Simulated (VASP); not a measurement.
# Os (Pm-3m) in VASP: further runs

The runs below take Os through single point, with RPBE.

Everything below comes from runs of VASP 6.6.1. Logs are shortened: lines on timing, memory, paths and dates and some standing lists are left out, and cuts for length are marked.

### Step 1. The cell of the first run

Symmetry: Pm-3m, No. 221, cubic system. Conventional cell: a = 2.461 Å, b = 2.461 Å, c = 2.461 Å, α = 90.00°, β = 90.00°, γ = 90.00°. Os (site symmetry m-3m) has 6 Os at 2.46 Å within 3.2 Å.

### Step 2. Single point, RPBE (volume scaled by 0.88)

File INCAR:

```
SYSTEM = Os
PREC = Accurate
ENCUT = 520
EDIFF = 1E-7
ISMEAR = -1
SIGMA = 0.1
LREAL = .FALSE.
LASPH = .TRUE.
NELM = 100
ALGO = Normal
ISIF = 2
LWAVE = .FALSE.
LCHARG = .FALSE.
GGA = RP
NBANDS = 10
```

File KPOINTS:

```
Automatic mesh
0
G
  14 14 14
  0 0 0
```

File POSCAR:

```
Os
1.0
    2.4612387080      0.0000000000      0.0000000000
    0.0000000000      2.4612387080      0.0000000000
    0.0000000000      0.0000000000      2.4612387080
Os
1
Direct
    0.0000000000      0.0000000000      0.0000000000
```

Potentials or basis: VASP PAW PBE potentials, release 64 (Os).

Launch:

```console
$ cat potpaw_PBE.64/Os/POTCAR > POTCAR
$ mpirun -np 1 vasp_std > vasp.out
```

OUTCAR:

```text
SYSTEM = Os
   PREC = Accurate
   ENCUT = 520
   EDIFF = 1E-7
   ISMEAR = -1
   LREAL = .FALSE.
   LASPH = .TRUE.
   NELM = 100
   ISIF = 2
   GGA = RP

 ion  position               nearest neighbor table
   1  0.000  0.000  0.000-

  LATTYP: Found a simple cubic cell.
 ALAT       =     2.4612387080

  Lattice vectors:

 A1 = (   2.4612387080,   0.0000000000,   0.0000000000)
 A2 = (   0.0000000000,   2.4612387080,   0.0000000000)
 A3 = (   0.0000000000,   0.0000000000,   2.4612387080)

Analysis of symmetry for initial positions (statically):
=====================================================================
 Subroutine PRICEL returns:
 Original cell was already a primitive cell.

 Routine SETGRP: Setting up the symmetry group for a
 simple cubic supercell.

 Subroutine GETGRP returns: Found 48 space group operations
[... 9 lines left out ...]

 Routine SETGRP: Setting up the symmetry group for a
 simple cubic supercell.

 Subroutine GETGRP returns: Found 48 space group operations
[... 11 lines left out ...]
                                     Primitive cell

  volume of cell :      14.9094

  direct lattice vectors                    reciprocal lattice vectors
     2.461238708  0.000000000  0.000000000     0.406299477  0.000000000  0.000000000
     0.000000000  2.461238708  0.000000000     0.000000000  0.406299477  0.000000000
     0.000000000  0.000000000  2.461238708     0.000000000  0.000000000  0.406299477

  length of vectors
     2.461238708  2.461238708  2.461238708     0.406299477  0.406299477  0.406299477

  position of ions in fractional coordinates (direct lattice)
     0.000000000  0.000000000  0.000000000

  ion indices of the primitive-cell ions
   primitive index   ion index
                 1           1

----------------------------------------------------------------------------------------

 KPOINTS: Automatic mesh

Automatic generation of k-mesh.
 Grid dimensions read from file:
 generate k-points for:   14   14   14

 Generating k-lattice:

  Cartesian coordinates                     Fractional coordinates (reciprocal lattice)
     0.029021391  0.000000000  0.000000000     0.071428571  0.000000000  0.000000000
     0.000000000  0.029021391  0.000000000     0.000000000  0.071428571  0.000000000
     0.000000000  0.000000000  0.029021391     0.000000000  0.000000000  0.071428571

[... 49 lines left out ...]
   ICHARG =      2    charge: 1-file 2-atom 10-const
   ISPIN  =      1    spin polarized calculation?
   LNONCOLLINEAR =      F non collinear calculations
   LSORBIT =      F    spin-orbit coupling
   LASPH  =      T    aspherical Exc in radial PAW
   ENCUT  =  520.0 eV  38.22 Ry    6.18 a.u.   4.58  4.58  4.58*2*pi/ulx,y,z
   NELM   =    100;   NELMIN=  2; NELMDL= -5     # of ELM steps
   EDIFF  = 0.1E-06   stopping-criterion for ELM
   LREAL  =      F    real-space projection
   EDIFFG = 0.1E-05   stopping-criterion for IOM
   NSW    =      0    number of steps for IOM
   IBRION =     -1    ionic relax: 0-MD 1-quasi-New 2-CG
   NFREE  =      0    steps in history (QN), initial steepest desc. (CG)
   ISIF   =      2    stress and relaxation
   ISYM   =      2    0-nonsym 1-usesym 2-fastsym
   POTIM  = 0.5000    time-step for ionic-motion
   TEBEG  =    0.0;   TEEND  =   0.0 temperature during run
   PSTRESS=    0.0 pullay stress
   NELECT =       8.0000    total number of electrons
   NUPDOWN=      -1.0000    fix difference up-down
   EMIN   =  10.00;   EMAX   =-10.00  energy-range for DOS
   EFERMI =   0.00;   METHOD = LEGACY
   ISMEAR =    -1;   SIGMA  =   0.10  broadening in eV -4-tet -1-fermi 0-gaus
   EFERMI_NEDOS =   21; number of points for ismear=-14 and -15
   IALGO  =     38    algorithm
   IMIX   =      4    mixing-type and parameters
     AMIX     =   0.40;   BMIX     =  1.00
     AMIX_MAG =   1.60;   BMIX_MAG =  1.00
  volume/ion in A,a.u.               =      14.91       100.61
  Fermi-wavevector in a.u.,A,eV,Ry     =   1.330305  2.513911 24.078370  1.769710
  Thomas-Fermi vector in A             =   2.459402
   LORBIT       =      0    0 simple, 1 ext, 2 COOP (PROOUT), +10 PAW based schemes
   GGA     = RP    functional components
   LHFCALC =     F    Hartree Fock is set to
   AEXX    =    0.0000 exact exchange contribution
   IVDW    =     0    specifies the selected vdW correction
   LEPSILON=     F    determine dielectric tensor
   LRPA    =     F    only Hartree local field effects (RPA)
 non-spin polarized calculation
  energy-cutoff  :      520.00
  volume of cell :       14.91
 maximum number of plane-waves:       432
   NGX =  9   NGY =  9   NGZ =  9

 number of electron       8.0000000 magnetization

 Free energy of the ion-electron system (eV)
  ---------------------------------------------------
  ext. energy  EPLUGINS =         0.00000000
  ---------------------------------------------------
  free energy    TOTEN  =        -8.87743838 eV

  energy without entropy =       -8.83043459  energy(sigma->0) =       -8.85393648

 E-fermi :   8.8483     XC(G=0): -13.4759

 val. band max:        8.8395790791   @ k =   0.2857   0.0714   0.0714
 cond. band min:       8.8622370037   @ k =   0.5000   0.0714   0.0000
 fundamental gap:      0.0226579245
 Fermi energy:         8.8482500206

 k-point     1 :       0.0000    0.0000    0.0000
  band No.  band energies     occupation
      1      -1.5588      2.00000
      2       1.9307      2.00000
      3       1.9307      2.00000
      4      11.5728      0.00000
      5      11.5728      0.00000
      6      11.5728      0.00000
      7      25.1883      0.00000
      8      25.1883      0.00000
      9      25.1883      0.00000
     10      31.8372      0.00000
[... 287 lines left out ...]
 k-point    24 :       0.3571    0.2143    0.0000
  band No.  band energies     occupation
      1       2.2200      2.00000
      2       3.7225      2.00000
      3       5.5812      2.00000
      4       8.5073      1.93598
      5       9.0374      0.26207
      6      10.2743      0.00000
      7      18.6510      0.00000
      8      24.6482      0.00000
      9      27.7989      0.00000
     10      33.3635      0.00000

 [... further k-points ...]
[... 5 lines left out ...]
  --------------------------------------------------------------------------------------
  -------------------------------------------------------------------------------------
  Total        4.1919630      4.1919630      4.1919630      0.0000000      0.0000000     -0.0000000
  in kB      450.4709768    450.4709768    450.4709768      0.0000000      0.0000000     -0.0000000
  external PRESSURE =     450.4709768 kB  Pullay stress =       0.0000000 kB

 VOLUME and BASIS-vectors are now :
 -----------------------------------------------------------------------------
  energy-cutoff  :      520.00
  volume of cell :       14.91
      direct lattice vectors                 reciprocal lattice vectors
     2.461238708  0.000000000  0.000000000     0.406299477  0.000000000  0.000000000
     0.000000000  2.461238708  0.000000000     0.000000000  0.406299477  0.000000000
     0.000000000  0.000000000  2.461238708     0.000000000  0.000000000  0.406299477

 POSITION                                       TOTAL-FORCE (eV/Angst)
 -----------------------------------------------------------------------------------
      0.00000      0.00000      0.00000         0.000000      0.000000      0.000000
 -----------------------------------------------------------------------------------
    total drift:                                0.000000      0.000000      0.000000

  FREE ENERGIE OF THE ION-ELECTRON SYSTEM (eV)
  ---------------------------------------------------
  free  energy   TOTEN  =        -8.8774383759 eV

  energy  without entropy=       -8.8304345911  energy(sigma->0) =       -8.85393648
```

OSZICAR:

```text
N       E                     dE             d eps       ncg     rms          rms(c)
DAV:   1     0.385082888223E+02    0.38508E+02   -0.42195E+03  2464   0.738E+02
DAV:   2    -0.810385190291E+01   -0.46612E+02   -0.44133E+02  2474   0.203E+02
DAV:   3    -0.924225632140E+01   -0.11384E+01   -0.11311E+01  2828   0.290E+01
DAV:   4    -0.924507887969E+01   -0.28226E-02   -0.28221E-02  2664   0.165E+00
DAV:   5    -0.924508916203E+01   -0.10282E-04   -0.10281E-04  2704   0.899E-02    0.152E+01
DAV:   6    -0.896970548726E+01    0.27538E+00   -0.30174E-01  3244   0.374E+00    0.799E+00
DAV:   7    -0.888056434015E+01    0.89141E-01   -0.23602E-01  3268   0.318E+00    0.901E-01
DAV:   8    -0.887760968070E+01    0.29547E-02   -0.78732E-03  2636   0.897E-01    0.463E-02
DAV:   9    -0.887745764234E+01    0.15204E-03   -0.21375E-04  2692   0.152E-01    0.173E-02
DAV:  10    -0.887743876206E+01    0.18880E-04   -0.61140E-06  2714   0.348E-02    0.388E-03
DAV:  11    -0.887743820839E+01    0.55367E-06   -0.17419E-07  2004   0.398E-03    0.989E-04
DAV:  12    -0.887743836278E+01   -0.15438E-06   -0.61479E-09  1474   0.834E-04    0.189E-04
DAV:  13    -0.887743837587E+01   -0.13092E-07   -0.36430E-10  1342   0.215E-04
   1 F= -.88774384E+01 E0= -.88539365E+01  d E =-.470038E-01
```

Wall time 19 s (1 thread of Intel Xeon 8259CL, shared host); peak memory 0.13 GiB.

Results:

| Item | Value |
| --- | --- |
| Free energy | -8.8774 eV |
| Pressure | 45.0 GPa |
| Band gap on the k mesh | zero (band 4 reaches 14.71 eV, above the bottom of band 5 at 7.66 eV) |

Levels at points of the mesh, in eV from the Fermi level:
| k point | band 1 | band 2 | band 3 | band 4 | band 5 | band 6 | band 7 | band 8 |
| --- | --- | --- | --- | --- | --- | --- | --- | --- |
| (0.00, 0.00, 0.00) | -10.41 | -6.92 | -6.92 | 2.72 | 2.72 | 2.72 | 16.34 | 16.34 |
| (0.50, 0.00, 0.00) | -6.93 | -5.93 | -1.47 | -1.19 | -1.19 | 3.13 | 8.34 | 15.75 |
| (0.50, 0.50, 0.00) | -7.88 | -5.12 | -0.42 | -0.42 | 4.82 | 4.82 | 5.57 | 14.82 |
| (0.50, 0.50, 0.50) | -6.20 | -6.20 | -6.20 | 5.86 | 5.86 | 7.97 | 12.52 | 12.52 |

Caveat: the PAW data sets were made with another functional, which shifts forces and pressure a little; spin-orbit coupling is left out, which moves the levels of the heavy elements.

### Step 3. Single point, RPBE (volume scaled by 0.92)

File INCAR:

```
SYSTEM = Os
PREC = Accurate
ENCUT = 520
EDIFF = 1E-6
ISMEAR = -1
SIGMA = 0.1
LREAL = .False.
LASPH = .True.
NELM = 60
ALGO = Normal
ISIF = 2
LWAVE = .False.
LCHARG = .False.
GGA = RP
NBANDS = 10
```

File KPOINTS:

```
regular mesh
0
Gamma
  14 14 14
  0 0 0
```

File POSCAR:

```
Os
1.0
    2.4979790307      0.0000000000      0.0000000000
    0.0000000000      2.4979790307      0.0000000000
    0.0000000000      0.0000000000      2.4979790307
Os
1
Direct
    0.0000000000      0.0000000000      0.0000000000
```

Potentials or basis: VASP PAW PBE potentials, release 64 (Os).

Launch:

```console
$ cat potpaw_PBE.64/Os/POTCAR > POTCAR
$ mpirun -np 1 vasp_std > vasp.out
```

OUTCAR:

```text
SYSTEM = Os
   PREC = Accurate
   ENCUT = 520
   EDIFF = 1E-6
   ISMEAR = -1
   LREAL = .False.
   LASPH = .True.
   NELM = 60
   ISIF = 2
   GGA = RP

 ion  position               nearest neighbor table
   1  0.000  0.000  0.000-

  LATTYP: Found a simple cubic cell.
 ALAT       =     2.4979790307

  Lattice vectors:

 A1 = (   2.4979790307,   0.0000000000,   0.0000000000)
 A2 = (   0.0000000000,   2.4979790307,   0.0000000000)
 A3 = (   0.0000000000,   0.0000000000,   2.4979790307)

Analysis of symmetry for initial positions (statically):
=====================================================================
 Subroutine PRICEL returns:
 Original cell was already a primitive cell.

 Routine SETGRP: Setting up the symmetry group for a
 simple cubic supercell.

 Subroutine GETGRP returns: Found 48 space group operations
 (whereof 48 operations were pure point group operations)
 out of a pool of 48 trial point group operations.

The static configuration has the point symmetry O_h .

Analysis of symmetry for dynamics (positions and initial velocities):
[... 163 lines left out ...]

 k-point     1 :       0.0000    0.0000    0.0000
  band No.  band energies     occupation
      1      -1.8111      2.00000
      2       1.6930      2.00000
      3       1.6930      2.00000
      4      10.7411      0.00000
      5      10.7411      0.00000
      6      10.7411      0.00000
      7      24.2123      0.00000
      8      24.2123      0.00000
      9      24.2123      0.00000
     10      30.6205      0.00000
[... 287 lines left out ...]
 k-point    24 :       0.3571    0.2143    0.0000
  band No.  band energies     occupation
      1       1.8786      2.00000
      2       3.3881      2.00000
      3       5.1063      2.00000
      4       7.9009      1.90790
      5       8.3727      0.31229
      6       9.5415      0.00000
      7      17.6637      0.00000
      8      23.5979      0.00000
      9      26.8904      0.00000
     10      32.0207      0.00000

 [... further k-points ...]

------------------------ aborting loop because EDIFF is reached ----------------------------------------

  FORCE on cell =-STRESS in cart. coord.  units (eV):
  Direction    XX          YY          ZZ          XY          YZ          ZX
  --------------------------------------------------------------------------------------
  -------------------------------------------------------------------------------------
  Total        2.5745775      2.5745775      2.5745775     -0.0000000     -0.0000000     -0.0000000
  in kB      264.6367663    264.6367663    264.6367663     -0.0000000     -0.0000000     -0.0000000
  external PRESSURE =     264.6367663 kB  Pullay stress =       0.0000000 kB

 VOLUME and BASIS-vectors are now :
 -----------------------------------------------------------------------------
  energy-cutoff  :      520.00
  volume of cell :       15.59
      direct lattice vectors                 reciprocal lattice vectors
     2.497979031  0.000000000  0.000000000     0.400323617  0.000000000  0.000000000
     0.000000000  2.497979031  0.000000000     0.000000000  0.400323617  0.000000000
     0.000000000  0.000000000  2.497979031     0.000000000  0.000000000  0.400323617

 POSITION                                       TOTAL-FORCE (eV/Angst)
 -----------------------------------------------------------------------------------
      0.00000      0.00000      0.00000         0.000000      0.000000      0.000000
 -----------------------------------------------------------------------------------
    total drift:                               -0.000000      0.000000      0.000000

  FREE ENERGIE OF THE ION-ELECTRON SYSTEM (eV)
  ---------------------------------------------------
  free  energy   TOTEN  =        -9.0275490066 eV

  energy  without entropy=       -8.9780043602  energy(sigma->0) =       -9.00277668
```

Run time: 20 s. Hardware: 1 thread of Intel Xeon 8259CL, shared host; peak memory 0.14 GiB.

Results:

* Free energy: -9.0275 eV
* Pressure: 26.5 GPa
* Band gap on the k mesh: zero (band 4 reaches 13.66 eV, above the bottom of band 5 at 7.11 eV)

Levels at points of the mesh, in eV from the Fermi level:
```tsv
k point	band 1	band 2	band 3	band 4	band 5	band 6	band 7	band 8
(0.00, 0.00, 0.00)	-10.02	-6.51	-6.51	2.54	2.54	2.54	16.01	16.01
(0.50, 0.00, 0.00)	-6.64	-5.59	-1.35	-1.09	-1.09	2.91	7.83	15.72
(0.50, 0.50, 0.00)	-7.37	-4.87	-0.38	-0.38	4.68	4.68	5.20	13.95
(0.50, 0.50, 0.50)	-5.79	-5.79	-5.79	5.46	5.46	8.19	11.97	11.97
```

Caveat: the PAW data sets were made with another functional, which shifts forces and pressure a little; spin-orbit coupling is left out, which moves the levels of the heavy elements.
